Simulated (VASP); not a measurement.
# MnS (Fm-3m) in VASP: a series of runs, part 2 of 2

VASP 6.6.1.

### 3 Single point, LDA, collinear spin, ferromagnetic start

Input file INCAR:

```
PREC = Accurate
ENCUT = 520
EDIFF = 1E-7
ISMEAR = 1
SIGMA = 0.05
LREAL = False
LASPH = True
NELM = 150
ALGO = Normal
ISIF = 2
LWAVE = False
LCHARG = False
ISPIN = 2
MAGMOM = 4 0
LORBIT = 11
LMAXMIX = 4
NBANDS = 20
```

Input file KPOINTS:

```
regular mesh
0
Gamma
  7 7 7
```

Input file POSCAR:

```
MnS
1.0
    3.6833190000      0.0000000000      0.0000000000
    1.8416595000      3.1898478242      0.0000000000
    1.8416595000      1.0632826081      3.0074173700
Mn S
1 1
Direct
    0.0000000000      0.0000000000      0.0000000000
    0.5000000000      0.5000000000      0.5000000000
```

Potentials or basis: VASP PAW LDA potentials, release 64 (Mn_pv, S).

Launch:

```
$ cat potpaw_LDA.64/Mn_pv/POTCAR potpaw_LDA.64/S/POTCAR > POTCAR
$ mpirun -np 1 vasp_std > vasp.out
```

OUTCAR:

```text
PREC = Accurate
   ENCUT = 520
   EDIFF = 1E-7
   ISMEAR = 1
   LREAL = False
   LASPH = True
   NELM = 150
   ISIF = 2
   ISPIN = 2
   LORBIT = 11

 ion  position               nearest neighbor table
   1  0.000  0.000  0.000-   2 2.60   2 2.60   2 2.60   2 2.60   2 2.60   2 2.60
   2  0.500  0.500  0.500-   1 2.60   1 2.60   1 2.60   1 2.60   1 2.60   1 2.60

  LATTYP: Found a face centered cubic cell.
 ALAT       =     5.2089996843

  Lattice vectors:

 A1 = (   3.6833190000,   0.0000000000,   0.0000000000)
 A2 = (   1.8416595000,   3.1898478242,   0.0000000000)
 A3 = (   1.8416595000,   1.0632826081,   3.0074173700)

Analysis of symmetry for initial positions (statically):
=====================================================================
 Subroutine PRICEL returns:
 Original cell was already a primitive cell.

 Routine SETGRP: Setting up the symmetry group for a
 face centered cubic supercell.

[... 651 lines left out ...]
      3     -39.6011      1.00000
      4      -7.8077      1.00000
      5       4.8012      1.00000
      6       4.8012      1.00000
[... 449 lines left out ...]
     19      22.2848      0.00000
     20      23.7618      0.00000

------------------------ aborting loop because EDIFF is reached ----------------------------------------

  FORCE on cell =-STRESS in cart. coord.  units (eV):
  Direction    XX          YY          ZZ          XY          YZ          ZX
  --------------------------------------------------------------------------------------
  -------------------------------------------------------------------------------------
  Total       -2.6154659     -2.6154659     -2.6154659     -0.0000000     -0.0000000     -0.0000000
  in kB     -118.5923417   -118.5923417   -118.5923417     -0.0000000     -0.0000000     -0.0000000
  external PRESSURE =    -118.5923417 kB  Pullay stress =       0.0000000 kB

 VOLUME and BASIS-vectors are now :
 -----------------------------------------------------------------------------
  energy-cutoff  :      520.00
  volume of cell :       35.33
      direct lattice vectors                 reciprocal lattice vectors
     3.683319000  0.000000000  0.000000000     0.271494269 -0.156747289 -0.110837071
     1.841659500  3.189847824  0.000000000     0.000000000  0.313494579 -0.110837071
     1.841659500  1.063282608  3.007417370     0.000000000  0.000000000  0.332511214

 POSITION                                       TOTAL-FORCE (eV/Angst)
 -----------------------------------------------------------------------------------
      0.00000      0.00000      0.00000         0.000000      0.000000      0.000000
      3.68332      2.12657      1.50371        -0.000000     -0.000000      0.000000
 -----------------------------------------------------------------------------------
    total drift:                                0.000000     -0.000000     -0.000000

  FREE ENERGIE OF THE ION-ELECTRON SYSTEM (eV)
  ---------------------------------------------------
  free  energy   TOTEN  =       -14.9828689500 eV

  energy  without entropy=      -14.9819662178  energy(sigma->0) =      -14.98256804

 total charge

# of ion       s       p       d       tot
------------------------------------------
    1        0.222   6.163   4.959  11.344
    2        1.329   2.360   0.000   3.690
--------------------------------------------------
tot          1.552   8.524   4.959  15.034

 magnetization (x)

# of ion       s       p       d       tot
------------------------------------------
    1        0.046   0.033   4.020   4.099
    2        0.025   0.080   0.000   0.105
--------------------------------------------------
tot          0.072   0.113   4.020   4.204
```

stdout:

```text
POSCAR found type information on POSCAR MnS
 POSCAR found :  2 types and       2 ions
 scaLAPACK will be used
 LDA part: xc-table for (Slater(with rela. corr.)+CA(PZ))
 , standard interpolation
 POSCAR, INCAR and KPOINTS ok, starting setup
 FFT: planning ... GRIDC
 FFT: planning ... GRID_SOFT
 FFT: planning ... GRID
 WAVECAR not read
 entering main loop
```

Run time: 27 s. Hardware: 1 thread of Intel Xeon Platinum 8375C at 2.90GHz (Ice Lake), shared host; peak memory 0.16 GiB.

What came out:

| Item | Value |
| --- | --- |
| Free energy | -14.9829 eV |
| Pressure | -11.9 GPa |
| Net moment | 4.56 μB per cell |
| Site moments | Mn +4.10; S +0.10 μB |
| Valence electrons inside the program's atomic spheres | Mn 11.34; S 3.69 |

Levels at points of the mesh, in eV from the Fermi level:
Spin up:
| k point | band 9 | band 10 | band 11 | band 12 | band 13 | band 14 | band 15 | band 16 |
| --- | --- | --- | --- | --- | --- | --- | --- | --- |
| (0.00, 0.00, 0.00) | -2.98 | -1.78 | -1.78 | -1.78 | 1.78 | 8.72 | 8.72 | 8.72 |
Spin down:
```
           k point  band 4  band 5  band 6  band 7  band 8  band 9  band 10  band 11
(0.00, 0.00, 0.00)  -14.11   -1.51   -1.51   -1.51    0.09    0.09     0.09     0.20
```

Caveat: the cell stands under tension; a cell with one magnetic atom can't hold antiferromagnetic order, which such compounds often take; semilocal functionals often make such compounds metallic where correlation or magnetic order opens a gap, which also shifts bond lengths.

### 4 Single point, LDA, collinear spin, ferromagnetic start

Input file INCAR:

```
  PREC = Accurate
  ENCUT = 520
  EDIFF = 1E-6
  ISMEAR = 1
  SIGMA = 0.025
  LREAL = False
  LASPH = True
  NELM = 150
  ALGO = Normal
  ISIF = 2
  LWAVE = False
  LCHARG = False
  ISPIN = 2
  MAGMOM = 4 0
  LORBIT = 11
  LMAXMIX = 4
  NBANDS = 20
```

Input file KPOINTS:

```
Automatic mesh
0
Gamma
  7 7 7
```

POSCAR is that of step 3.

Launch:

```
$ cat potpaw_LDA.64/Mn_pv/POTCAR potpaw_LDA.64/S/POTCAR > POTCAR
$ mpirun -np 1 vasp_std > vasp.out
```

Run time: 26 s. Hardware: 1 thread of Intel Xeon Platinum 8375C at 2.90GHz (Ice Lake), shared host; peak memory 0.15 GiB.

It converged, with:

* Free energy: -14.9824 eV
* Pressure: -11.9 GPa
* Net moment: 4.56 μB per cell
* Site moments: Mn +4.10; S +0.10 μB
* Valence electrons inside the program's atomic spheres: Mn 11.34; S 3.69

Levels at points of the mesh, in eV from the Fermi level:
Spin up:
```csv
k point,band 10,band 11,band 12,band 13,band 14,band 15
"(0.00, 0.00, 0.00)",-1.78,-1.78,-1.78,1.78,8.72,8.72
```
Spin down:
```tsv
k point	band 3	band 4	band 5	band 6	band 7	band 8	band 9	band 10	band 11	band 12
(0.00, 0.00, 0.00)	-45.91	-14.12	-1.51	-1.51	-1.51	0.08	0.08	0.08	0.20	0.20
```

Caveat: the cell stands under tension; a cell with one magnetic atom can't hold antiferromagnetic order, which such compounds often take; semilocal functionals often make such compounds metallic where correlation or magnetic order opens a gap, which also shifts bond lengths.

### 5 Overview

```csv
smearing,gap on the mesh (eV),pressure (GPa),moment (μB)
methfessel-paxton 0.1 eV,none,-11.8,4.56
methfessel-paxton 0.05 eV,none,-11.9,4.56
methfessel-paxton 0.025 eV,none,-11.9,4.56
```

Alike in all rows: task single point; level LDA; potentials or basis VASP PAW LDA potentials, release 64 (Mn_pv, S); spin collinear, ferromagnetic start; cell as given; k mesh 7 × 7 × 7; cutoff (eV) 520.

Caveats: the cell stands under tension; a cell with one magnetic atom can't hold antiferromagnetic order, which such compounds often take; semilocal functionals often make such compounds metallic where correlation or magnetic order opens a gap, which also shifts bond lengths.

Absolute energies hang on the potentials; compare differences alone.
